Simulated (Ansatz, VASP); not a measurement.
WSe2 in VASP and in Ansatz

File INCAR:

```
SYSTEM = WSe2
PREC = Accurate
ENCUT = 600
EDIFF = 1E-6
ISMEAR = 0
SIGMA = 0.1
LREAL = .FALSE.
LASPH = .TRUE.
NELM = 100
ALGO = Normal
ISIF = 3
LWAVE = .FALSE.
LCHARG = .FALSE.
GGA = PE
IBRION = 2
NSW = 100
EDIFFG = -0.01
```

Contents of KPOINTS:

```
regular mesh
0
G
  14 14 14
  0 0 0
```

The input POSCAR:

```
WSe2
1.0
    0.0000000000      3.1032878208      3.1032878208
    3.1032878208      0.0000000000      3.1032878208
    3.1032878208      3.1032878208      0.0000000000
W Se
1 2
Direct
    0.5000000000      0.5000000000      0.5000000000
    0.2500000000      0.2500000000      0.2500000000
    0.0000000000      0.0000000000      0.0000000000
```

Input for Ansatz:

```yaml
crystal:
  lattice:
    - [0.0, 3.1032878208, 3.1032878208]
    - [3.1032878208, 0.0, 3.1032878208]
    - [3.1032878208, 3.1032878208, 0.0]
  atoms:
    - { symbol: W, position: [0.5, 0.5, 0.5] }
    - { symbol: Se, position: [0.25, 0.25, 0.25] }
    - { symbol: Se, position: [0.0, 0.0, 0.0] }
basis:
  ecutwfc: 420
kpoints:
  mp_grid: { grid: [14, 14, 14] }
hamiltonian:
  xc: pbe
scf:
  occupations: { method: gaussian, width: 0.1 }
output:
  forces: true
  stress: true
  eigenvalues: true
relax:
  adjacent_minimum: "off"
  f_tol: 0.01
  max_steps: 80
  cell: { stress_tol: 0.05 }
```

Alike in both runs: task relaxation of cell and atoms; functional PBE; k mesh 14 × 14 × 14; occupations gaussian, width 0.1 eV; no spin polarisation.

|  | VASP | Ansatz |
| --- | --- | --- |
| version | VASP 6.6.1 | Ansatz 0.2.0 |
| potentials or method | VASP PAW PBE potentials, release 64 (W_sv, Se), cutoff 600 eV | scalar-relativistic, plane waves, PAW |
| valence electrons in the cell | 26 | 46 |

|  | VASP | Ansatz | Ansatz less VASP |
| --- | --- | --- | --- |
| gap on the k mesh at the Fermi level, each at its own relaxed structure (eV) | none | none | - |
| relaxed volume (Å³/atom) | 19.92 | 19.89 | -0.033 |
| relaxed length of the cell vector where the two differ most in proportion (Å) | 4.389 | 4.386 | -0.0024 |

A gap of «none» marks a metal or a gap that the smearing closes. VASP's potentials hold 26 valence electrons a cell and Ansatz's 46, so a difference there can come from the potentials and not from the codes.

Neither program's run includes spin-orbit coupling. Noted on VASP's run: the relaxation stopped at its first step, so nothing moved.
